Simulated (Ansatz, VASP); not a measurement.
# SiO2 in VASP and in Ansatz

```
CELL_PARAMETERS angstrom
-2.41141 2.41141 3.83918
2.41141 -2.41141 3.83918
2.41141 2.41141 -3.83918
ATOMIC_POSITIONS crystal
Si 0.00000 0.00000 0.00000
Si 0.75000 0.25000 0.50000
O 0.97317 0.62500 0.84817
O 0.37500 0.22317 0.34817
O 0.77683 0.12500 0.15183
O 0.87500 0.02683 0.65183
```

Change from the starting cell: strain -0.025 along x and y, +0.050 along z, atoms carried along.

Alike in both runs: task single point; functional r2SCAN; k mesh 6 × 6 × 6; occupations gaussian, width 0.05 eV; no spin polarisation.

```csv
,VASP,Ansatz
version,VASP 6.6.1,Ansatz 0.2.0
potentials or method,"VASP PAW PBE potentials, release 64 (Si, O), cutoff 520 eV","scalar-relativistic, plane waves, PAW"
valence electrons in the cell,32,32
```

|  | VASP | Ansatz | Ansatz less VASP |
| --- | --- | --- | --- |
| gap on the k mesh at the Fermi level (eV) | 6.45 | 6.45 | +0.001 |
| least direct gap on the mesh (eV) | 6.45 | 6.45 | +0.001 |
| pressure (GPa) | 0.1 | -0.1 | -0.17 |
| traceless stress, the component that is largest in VASP (GPa) | -3.16 | -3.22 | -0.057 |
| rms of the force components (eV/Å) | 0.048 | 0.048 | -0.0005 |

VASP's potentials were made for PBE, not for r2SCAN. Atom by atom the forces differ by 0.001 eV/Å (rms over components).
